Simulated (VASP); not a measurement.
Runs of VASP 6.6.1 on BN. It takes space group P6_3/mmc (No. 194, hexagonal). The conventional cell has a = 2.498 Å, b = 2.498 Å, c = 6.636 Å, α = 90.00°, β = 90.00°, γ = 120.00°. N (site symmetry -6m2) has 3 B at 1.44 Å within 1.9 Å. B (site symmetry -6m2) has 3 N at 1.44 Å within 1.9 Å. 

```tsv
task	level	cell	k mesh	cutoff (eV)	grid for exact exchange (PRECFOCK)	share of exact exchange	screening parameter	gap on the mesh (eV)	pressure (GPa)	relaxed volume (Å³/atom)
relaxation of cell and atoms	PBEsol+D4	relaxed	12 × 12 × 4	600	-	-	-	4.09	-0.1	8.70
relaxation of cell and atoms	b88 exchange, pbe correlation	relaxed	12 × 12 × 4	600	-	-	-	4.55	0.0	(b)
single point	HSE06	as given	7 × 7 × 3	520	Normal	0.25	0.2079 1/Å	5.84	(a)	-
single point	PBE0	as given	7 × 7 × 3	520	Normal	0.25	-	6.61	0.2	-
```

Alike in all rows: potentials or basis VASP PAW PBE potentials, release 64 (N, B); no spin polarisation; smearing fermi-dirac 0.05 eV.

Q: Estimate the missing entries.

A: (a) 0.3; (b) 10.73.

Caveats: the PAW data sets were made with another functional, which shifts forces and pressure a little; this functional lacks dispersion, which binds layers or chains, so the pressure and a relaxed spacing across them are unreliable (at least some runs); the volume moved by over 15 % at a fixed basis, so the end points are rough (at least some runs).

A k mesh can miss the band edges.
